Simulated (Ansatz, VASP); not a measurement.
## One calculation of Mg3CdSe4, two programs

```xyz
8
Lattice="-2.8644 2.8644 5.7288 2.8644 -2.8644 5.7288 2.8644 2.8644 -5.7288" Properties=species:S:1:pos:R:3 pbc="T T T"
Mg    0.0000    2.8644    2.8644
Mg    2.8644    0.0000    2.8644
Mg    0.0000    0.0000    0.0000
Cd    0.0000    0.0000    5.7288
Se    2.8644    0.0000    0.0000
Se    0.0000    0.0000    8.5933
Se    0.0000    2.8644    0.0000
Se    0.0000    0.0000    2.8644
```

Alike in both runs: task single point; functional PBE; k mesh 4 × 4 × 4; occupations gaussian, width 0.1 eV; no spin polarisation.

|  | VASP | Ansatz |
| --- | --- | --- |
| version | VASP 6.6.1 | Ansatz 0.2.0 |
| potentials or method | VASP PAW PBE potentials, release 64 (Mg, Cd, Se), cutoff 520 eV | scalar-relativistic, plane waves, PAW |
| valence electrons in the cell | 42 | 114 |

```tsv
	VASP	Ansatz	Ansatz less VASP
gap on the k mesh at the Fermi level (eV)	0.33	0.35	+0.013
least direct gap on the mesh (eV)	0.92	0.94	+0.017
pressure (GPa)	-4.1	-4.1	+0.01
traceless stress, the component that is largest in VASP (GPa)	0.07	0.07	0.000
rms of the force components (eV/Å)	0.085	0.079	-0.0061
```

Atom by atom the forces differ by 0.006 eV/Å (rms over components). The functional is the same, so the differences come from potentials, cutoffs and numerics. VASP's potentials hold 42 valence electrons a cell and Ansatz's 114, so a difference there can come from the potentials and not from the codes.
